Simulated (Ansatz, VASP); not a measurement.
HfB2 in VASP and in Ansatz

INCAR

```
SYSTEM = HfB2
PREC     = Accurate       ! precision mode
ENCUT    = 520            ! plane-wave cutoff, eV
EDIFF    = 1E-7           ! SCF threshold, eV
ISMEAR   = -1             ! smearing method
SIGMA    = 0.05           ! smearing width, eV
LREAL    = .False.        ! projectors in reciprocal space
LASPH    = .True.         ! aspherical terms in the spheres
NELM     = 60             ! most SCF steps
ALGO     = Normal         ! electronic algorithm
ISIF     = 2              ! what is computed and relaxed
LWAVE    = .False.        ! write WAVECAR
LCHARG   = .True.         ! write CHGCAR
GGA      = PS             ! functional
LELF     = .True.         ! ELF
LVHAR    = .True.       
NBANDS   = 15             ! bands
```

File KPOINTS:

```
Automatic mesh
0
Gamma
  13 13 11
  0 0 0
```

File POSCAR:

```
HfB2
1.0
    3.1400001005      0.0000000000      0.0000000000
   -1.5700000503      2.7193198549      0.0000000000
    0.0000000000      0.0000000000      3.3756000000
Hf B
1 2
Direct
    0.0000000000      0.0000000000      0.0000000000
    0.3333333333      0.6666666667      0.5000000000
    0.6666666667      0.3333333333      0.5000000000
```

Input for Ansatz:

```yaml
crystal:
  lattice:
    - [3.1400001005, 0.0, 0.0]
    - [-1.5700000503, 2.7193198549, 0.0]
    - [0.0, 0.0, 3.3756]
  atoms:
    - { symbol: Hf, position: [0.0, 0.0, 0.0] }
    - { symbol: B, position: [0.3333333333, 0.6666666667, 0.5] }
    - { symbol: B, position: [0.6666666667, 0.3333333333, 0.5] }
kpoints:
  mp_grid: { grid: [13, 13, 11] }
  band_path:
    path:
      - [0.0, 0.0, 0.0]
      - [0.5, 0.0, 0.0]
      - [0.3333333333, 0.3333333333, 0.0]
      - [0.0, 0.0, 0.0]
      - [0.0, 0.0, 0.5]
      - [0.5, 0.0, 0.5]
      - [0.3333333333, 0.3333333333, 0.5]
      - [0.0, 0.0, 0.5]
      - [0.5, 0.0, 0.5]
    npoints: 5
scf:
  occupations: { method: fermi_dirac, width: 0.05 }
hamiltonian:
  xc: pbesol
  pseudopotentials: { kind: all_electron, lapw: { basis_error: 0.0005 } }
output:
  forces: true
  stress: true
  eigenvalues: true
```

Change from the starting cell: zz strain of -3 %.

Alike in both runs: task single point; functional PBEsol; k mesh 13 × 13 × 11; occupations fermi-dirac, width 0.05 eV; no spin polarisation.

|  | VASP | Ansatz |
| --- | --- | --- |
| version | VASP 6.6.1 | Ansatz 0.2.0 |
| potentials or method | VASP PAW PBE potentials, release 64 (Hf_pv, B), cutoff 520 eV | all-electron LAPW, scalar-relativistic |

|  | VASP | Ansatz | Ansatz less VASP |
| --- | --- | --- | --- |
| pressure (GPa) | 3.1 | 3.1 | -0.01 |
| traceless stress, the component that is largest in VASP (GPa) | 6.20 | 5.98 | -0.223 |

VASP's potentials were made for PBE, not for PBEsol. Ansatz ran all-electron here, and VASP with PAW potentials.

Neither program's run includes spin-orbit coupling.
